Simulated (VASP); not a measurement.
# Fe (Fm-3m) in VASP: relaxation of cell and atoms with r2SCAN

Aim: the relaxation of cell and atoms of Fe with r2SCAN.

Everything below comes from runs of VASP 6.6.1. Logs are shortened: lines on timing, memory, paths and dates and some standing lists are left out, and cuts for length are marked.

## (1) The cell of the first run

It takes space group Fm-3m (No. 225, cubic). Conventional cell: a = 3.628 Å, b = 3.628 Å, c = 3.628 Å, α = 90.00°, β = 90.00°, γ = 90.00°. Within 3.4 Å of Fe (site symmetry m-3m) lie 12 Fe at 2.57 Å.

This isn't the form of Fe at room conditions, which is bcc.

## (2) Relaxation of cell and atoms, r2SCAN, collinear spin, ferromagnetic start

File POSCAR:

```
Fe
1.0
    0.0000000000      1.8140732270      1.8140732270
    1.8140732270      0.0000000000      1.8140732270
    1.8140732270      1.8140732270      0.0000000000
Fe
1
Direct
    0.5000000000      0.5000000000      0.5000000000
```

File INCAR.step1:

```
PREC = Accurate
ENCUT = 660
ISMEAR = 0
SIGMA = 0.1
LREAL = F
LASPH = T
NELM = 200
ISPIN = 2
MAGMOM = 3.11
LMAXMIX = 4
GGA = PE
ALGO = Normal
EDIFF = 1E-5
LWAVE = T
LCHARG = F
GGA_COMPAT = F
IBRION = 2
ISIF = 3
EDIFFG = -0.005
NELMIN = 4
NSW = 100
KPAR = 4
```

File INCAR.step2:

```
PREC = Accurate
ENCUT = 660
EDIFF = 1E-7
ISMEAR = 0
SIGMA = 0.1
LREAL = F
LASPH = T
NELM = 200
ALGO = Normal
ISIF = 3
LWAVE = F
LCHARG = F
ISPIN = 2
MAGMOM = 3.11
LORBIT = 11
LMAXMIX = 4
METAGGA = R2SCAN
LMIXTAU = T
IBRION = 2
NSW = 100
EDIFFG = -0.01
ISTART = 1
GGA_COMPAT = F
NELMIN = 4
KPAR = 4
```

File KPOINTS:

```
Automatic mesh
0
Gamma
  26 26 26
```

Potentials or basis: VASP PAW PBE potentials, release 64 (Fe).

Command:

```bash
> cat potpaw_PBE.64/Fe/POTCAR > POTCAR
> cp INCAR.step1 INCAR
> mpirun -np 4 vasp_std > vasp.out
> cp INCAR.step2 INCAR
> mpirun -np 4 vasp_std > vasp.out
```

OUTCAR:

```text
PREC = Accurate
   ENCUT = 660
   EDIFF = 1E-7
   ISMEAR = 0
   LREAL = F
   LASPH = T
   NELM = 200
   ISIF = 3
   ISPIN = 2
   LORBIT = 11
   METAGGA = R2SCAN
   IBRION = 2
   NSW = 100
   EDIFFG = -0.01
   ISTART = 1
   NELMIN = 4

 ion  position               nearest neighbor table
   1  0.500  0.500  0.500-

  LATTYP: Found a face centered cubic cell.
 ALAT       =     3.6281464540

  Lattice vectors:

 A1 = (   0.0000000000,   1.8140732270,   1.8140732270)
 A2 = (   1.8140732270,   0.0000000000,   1.8140732270)
 A3 = (   1.8140732270,   1.8140732270,   0.0000000000)

Analysis of symmetry for initial positions (statically):
=====================================================================
 Subroutine PRICEL returns:
 Original cell was already a primitive cell.

 Routine SETGRP: Setting up the symmetry group for a
 face centered cubic supercell.

 Subroutine GETGRP returns: Found 48 space group operations
 (whereof 48 operations were pure point group operations)
 out of a pool of 48 trial point group operations.

The static configuration has the point symmetry O_h .

Analysis of symmetry for dynamics (positions and initial velocities):
=====================================================================
 Subroutine PRICEL returns:
 Original cell was already a primitive cell.

 Routine SETGRP: Setting up the symmetry group for a
 face centered cubic supercell.

 Subroutine GETGRP returns: Found 48 space group operations
 (whereof 48 operations were pure point group operations)
 out of a pool of 48 trial point group operations.

The dynamic configuration has the point symmetry O_h .

Analysis of structural, dynamic, and magnetic symmetry:
=====================================================================
 Subroutine PRICEL returns:
 Original cell was already a primitive cell.

 Routine SETGRP: Setting up the symmetry group for a
 face centered cubic supercell.

 Subroutine GETGRP returns: Found 48 space group operations
 (whereof 48 operations were pure point group operations)
 out of a pool of 48 trial point group operations.

The overall configuration has the point symmetry O_h .

 Subroutine INISYM returns: Found 48 space group operations
 (whereof 48 operations are pure point group operations),
 and found     1 'primitive' translations

----------------------------------------------------------------------------------------

                                     Primitive cell

  volume of cell :      11.9397

  direct lattice vectors                    reciprocal lattice vectors
     0.000000000  1.814073227  1.814073227    -0.275622832  0.275622832  0.275622832
     1.814073227  0.000000000  1.814073227     0.275622832 -0.275622832  0.275622832
     1.814073227  1.814073227  0.000000000     0.275622832  0.275622832 -0.275622832

  length of vectors
     2.565486961  2.565486961  2.565486961     0.477392748  0.477392748  0.477392748

  position of ions in fractional coordinates (direct lattice)
     0.500000000  0.500000000  0.500000000

  ion indices of the primitive-cell ions
   primitive index   ion index
                 1           1

----------------------------------------------------------------------------------------

 KPOINTS: Automatic mesh

Automatic generation of k-mesh.
 Grid dimensions read from file:
 generate k-points for:   26   26   26

 Generating k-lattice:

  Cartesian coordinates                     Fractional coordinates (reciprocal lattice)
    -0.010600878  0.010600878  0.010600878     0.038461538  0.000000000  0.000000000
     0.010600878 -0.010600878  0.010600878     0.000000000  0.038461538  0.000000000
     0.010600878  0.010600878 -0.010600878     0.000000000  0.000000000  0.038461538

  Length of vectors
     0.018361260  0.018361260  0.018361260

  Shift w.r.t. Gamma in fractional coordinates (k-lattice)
     0.000000000  0.000000000  0.000000000

 Subroutine IBZKPT returns following result:
 ===========================================

 Found    511 irreducible k-points:

 Following reciprocal coordinates:
            Coordinates               Weight
  0.000000  0.000000  0.000000      1.000000
  0.038462  0.000000  0.000000      8.000000
  0.076923  0.000000  0.000000      8.000000
  0.115385  0.000000  0.000000      8.000000
  0.153846  0.000000  0.000000      8.000000
  0.192308  0.000000  0.000000      8.000000
[... 16 lines left out ...]
  0.346154  0.038462  0.000000     24.000000
  0.384615  0.038462  0.000000     24.000000
 [... further k-points ...]
   k-points           NKPTS =    511   k-points in BZ     NKDIM =    511   number of bands    NBANDS=     10
   number of dos      NEDOS =    301   number of ions     NIONS =      1
   total plane-waves  NPLWV =  13824
   dimension x,y,z NGX =    24 NGY =   24 NGZ =   24
   dimension x,y,z NGXF=    48 NGYF=   48 NGZF=   48
   ions per type =               1
   NGX,Y,Z   is equivalent  to a cutoff of  15.55, 15.55, 15.55 a.u.
   NGXF,Y,Z  is equivalent  to a cutoff of  31.10, 31.10, 31.10 a.u.
 SYSTEM =  unknown system
   PREC   = accura    normal or accurate (medium, high low for compatibility)
   ISTART =      1    job   : 0-new  1-cont  2-samecut
   ICHARG =      0    charge: 1-file 2-atom 10-const
   ISPIN  =      2    spin polarized calculation?
   LNONCOLLINEAR =      F non collinear calculations
   LSORBIT =      F    spin-orbit coupling
   LASPH  =      T    aspherical Exc in radial PAW
   ENCUT  =  660.0 eV  48.51 Ry    6.96 a.u.   5.37  5.37  5.37*2*pi/ulx,y,z
   NELM   =    200;   NELMIN=  4; NELMDL=  0     # of ELM steps
   EDIFF  = 0.1E-06   stopping-criterion for ELM
   LREAL  =      F    real-space projection
   EDIFFG = -.1E-01   stopping-criterion for IOM
   NSW    =    100    number of steps for IOM
   IBRION =      2    ionic relax: 0-MD 1-quasi-New 2-CG
   NFREE  =      1    steps in history (QN), initial steepest desc. (CG)
   ISIF   =      3    stress and relaxation
   ISYM   =      2    0-nonsym 1-usesym 2-fastsym
   POTIM  = 0.5000    time-step for ionic-motion
   TEBEG  =    0.0;   TEEND  =   0.0 temperature during run
   PSTRESS=    0.0 pullay stress
   NELECT =       8.0000    total number of electrons
   NUPDOWN=      -1.0000    fix difference up-down
   EMIN   =  10.00;   EMAX   =-10.00  energy-range for DOS
   EFERMI =   0.00;   METHOD = LEGACY
   ISMEAR =     0;   SIGMA  =   0.10  broadening in eV -4-tet -1-fermi 0-gaus
   EFERMI_NEDOS =   21; number of points for ismear=-14 and -15
   IALGO  =     38    algorithm
   IMIX   =      4    mixing-type and parameters
     AMIX     =   0.40;   BMIX     =  1.00
     AMIX_MAG =   1.60;   BMIX_MAG =  1.00
  volume/ion in A,a.u.               =      11.94        80.57
  Fermi-wavevector in a.u.,A,eV,Ry     =   1.432540  2.707108 27.921470  2.052170
  Thomas-Fermi vector in A             =   2.552156
   LORBIT       =     11    0 simple, 1 ext, 2 COOP (PROOUT), +10 PAW based schemes
   METAGGA = R2SCAN    functional components
   LHFCALC =     F    Hartree Fock is set to
   AEXX    =    0.0000 exact exchange contribution
   IVDW    =     0    specifies the selected vdW correction
   LEPSILON=     F    determine dielectric tensor
   LRPA    =     F    only Hartree local field effects (RPA)
 conjugate gradient relaxation of ions
 spin polarized calculation
 Gauss-broadening in eV      SIGMA  =   0.10
  energy-cutoff  :      660.00
  volume of cell :       11.94
 maximum number of plane-waves:       477
 NGX is ok and might be reduce to    24
   NGX = 11   NGY = 11   NGZ = 11

--------------------------------------- Ionic step        1  -------------------------------------------

 number of electron       8.0000001 magnetization       2.7946641

 Free energy of the ion-electron system (eV)
  ---------------------------------------------------
  ext. energy  EPLUGINS =         0.00000000
  ---------------------------------------------------
  free energy    TOTEN  =       -14.25883651 eV

  energy without entropy =      -14.25506849  energy(sigma->0) =      -14.25695250

------------------------ aborting loop because EDIFF is reached ----------------------------------------

  FORCE on cell =-STRESS in cart. coord.  units (eV):
  Direction    XX          YY          ZZ          XY          YZ          ZX
  --------------------------------------------------------------------------------------
  -------------------------------------------------------------------------------------
  Total        0.1873218      0.1873218      0.1873218      0.0000000     -0.0000000     -0.0000000
  in kB       25.1364800     25.1364800     25.1364800      0.0000000     -0.0000000     -0.0000000
  external PRESSURE =      25.1364800 kB  Pullay stress =       0.0000000 kB

 VOLUME and BASIS-vectors are now :
 -----------------------------------------------------------------------------
  energy-cutoff  :      660.00
  volume of cell :       11.94
      direct lattice vectors                 reciprocal lattice vectors
     0.000000000  1.814073227  1.814073227    -0.275622832  0.275622832  0.275622832
     1.814073227  0.000000000  1.814073227     0.275622832 -0.275622832  0.275622832
     1.814073227  1.814073227  0.000000000     0.275622832  0.275622832 -0.275622832
[... 36 lines left out ...]
 POSITION                                       TOTAL-FORCE (eV/Angst)
 -----------------------------------------------------------------------------------
      1.83047      1.83047      1.83047         0.000000      0.000000     -0.000000
 -----------------------------------------------------------------------------------
    total drift:                               -0.000000     -0.000000      0.000000

  FREE ENERGIE OF THE ION-ELECTRON SYSTEM (eV)
  ---------------------------------------------------
  free  energy   TOTEN  =       -14.2590285880 eV

  energy  without entropy=      -14.2553021643  energy(sigma->0) =      -14.25716538

--------------------------------------- Ionic step        3  -------------------------------------------

 number of electron       8.0000000 magnetization       2.8075190

 Free energy of the ion-electron system (eV)
  ---------------------------------------------------
  ext. energy  EPLUGINS =         0.00000000
  ---------------------------------------------------
  free energy    TOTEN  =       -14.26013859 eV

  energy without entropy =      -14.25641965  energy(sigma->0) =      -14.25827912

 E-fermi :   5.6990     XC(G=0): -13.8338

 val. band max:        5.6988159609   @ k =   0.4615   0.1154   0.0000
 cond. band min:       5.7009671229   @ k =  -0.4615   0.4231   0.1154
 fundamental gap:      0.0021511620
 Fermi energy:         5.6990459279

 spin component 1

 k-point     1 :       0.0000    0.0000    0.0000
  band No.  band energies     occupation
      1      -3.2066      1.00000
      2       2.2310      1.00000
      3       2.2310      1.00000
      4       2.2310      1.00000
      5       3.1170      1.00000
      6       3.1170      1.00000
      7      28.0798      0.00000
      8      32.0220      0.00000
      9      32.0220      0.00000
     10      32.0220      0.00000

 k-point     2 :       0.0385    0.0000    0.0000
  band No.  band energies     occupation
      1      -3.1495      1.00000
      2       2.2160      1.00000
      3       2.2452      1.00000
      4       2.2452      1.00000
      5       3.1111      1.00000
      6       3.1111      1.00000
      7      27.9384      0.00000
      8      31.1092      0.00000
      9      31.8658      0.00000
     10      31.8658      0.00000
[... 274 lines left out ...]
 k-point    24 :       0.3846    0.0385    0.0000
  band No.  band energies     occupation
      1      -0.0718      1.00000
      2       2.1190      1.00000
      3       2.1824      1.00000
      4       3.0992      1.00000
      5       3.8757      1.00000
      6       4.0151      1.00000
      7      14.3120      0.00000
      8      26.8814      0.00000
      9      28.4142      0.00000
     10      30.2667      0.00000

 [... further k-points ...]

 spin component 2

 k-point     1 :       0.0000    0.0000    0.0000
  band No.  band energies     occupation
      1      -3.6594      1.00000
      2       5.7609      0.19070
      3       5.7609      0.19069
      4       5.7610      0.19046
      5       7.7569      0.00000
      6       7.7569      0.00000
      7      27.3021      0.00000
      8      33.0996      0.00000
      9      33.0996      0.00000
     10      33.0996      0.00000

 k-point     2 :       0.0385    0.0000    0.0000
  band No.  band energies     occupation
      1      -3.6003      1.00000
      2       5.7321      0.32002
      3       5.7781      0.13187
      4       5.7781      0.13175
      5       7.7470      0.00000
      6       7.7470      0.00000
      7      27.2434      0.00000
      8      32.1295      0.00000
      9      32.9909      0.00000
     10      32.9910      0.00000
[... 308 lines left out ...]
 POSITION                                       TOTAL-FORCE (eV/Angst)
 -----------------------------------------------------------------------------------
      1.82255      1.82255      1.82255        -0.000000     -0.000000      0.000000
 -----------------------------------------------------------------------------------
    total drift:                               -0.000000     -0.000000      0.000000

  FREE ENERGIE OF THE ION-ELECTRON SYSTEM (eV)
  ---------------------------------------------------
  free  energy   TOTEN  =       -14.2601385902 eV

  energy  without entropy=      -14.2564196500  energy(sigma->0) =      -14.25827912

 reached required accuracy - stopping structural energy minimisation

 total charge

# of ion       s       p       d       tot
------------------------------------------
    1        0.481   0.536   6.129   7.146

 magnetization (x)

# of ion       s       p       d       tot
------------------------------------------
    1       -0.009  -0.088   2.956   2.860
```

It took 13 min on 4 MPI ranks of Oxide Virtual Turin-like, shared host; peak memory 0.24 GiB.

What came out:

| Item | Value |
| --- | --- |
| Free energy | -14.2601 eV |
| Relaxed volume | 12.11 Å³/atom |
| Relaxed cell | a = 2.577 Å, b = 2.577 Å, c = 2.577 Å, α = 60.00°, β = 60.00°, γ = 60.00° |
| Space group after relaxing (to 0.1 Å) | Fm-3m (No. 225) |
| Energy gained by relaxing | 1.3 meV/atom |
| Ionic steps | 3 |
| Pressure after relaxing | 0.0 GPa |
| Net moment | 2.81 μB per cell |
| Site moments | Fe +2.86 μB |
| Valence electrons inside the program's atomic spheres | Fe 7.15 |

The path:
```
step  energy change (eV)  largest force (eV/Å)  pressure (GPa)  volume (Å³)
   1              0.0000                0.0000            2.51        11.94
   2             -0.0002                0.0000           -2.21        12.27
   3             -0.0013                0.0000            0.01        12.11
```

Final structure:
```
Fe
1.0
     0.00000    1.82255    1.82255
     1.82255    0.00000    1.82255
     1.82255    1.82255    0.00000
Fe
1
Direct
  0.50000 0.50000 0.50000
```

Levels at points of the mesh, in eV from the Fermi level:
Spin up:
```
           k point  band 2  band 3  band 4  band 5  band 6  band 7  band 8  band 9
(0.00, 0.00, 0.00)   -3.47   -3.47   -3.47   -2.58   -2.58   22.38   26.32   26.32
(0.50, 0.00, 0.00)   -3.66   -3.66   -1.63   -1.63   -0.44    5.47   20.95   23.81
(0.50, 0.50, 0.00)   -5.28   -1.82   -1.33   -1.33    2.24    8.82   14.12   14.12
```
Spin down:
| k point | band 1 | band 2 | band 3 | band 4 | band 5 | band 6 | band 7 | band 8 |
| --- | --- | --- | --- | --- | --- | --- | --- | --- |
| (0.00, 0.00, 0.00) | -9.36 | 0.06 | 0.06 | 0.06 | 2.06 | 2.06 | 21.60 | 27.40 |
| (0.50, 0.00, 0.00) | -3.89 | -0.90 | 0.22 | 0.22 | 2.72 | 2.72 | 7.92 | 20.32 |
| (0.50, 0.50, 0.00) | -3.38 | -2.62 | 2.05 | 2.72 | 2.72 | 3.00 | 11.08 | 14.96 |

Caveat: the PAW data sets were made with another functional, which shifts forces and pressure a little.
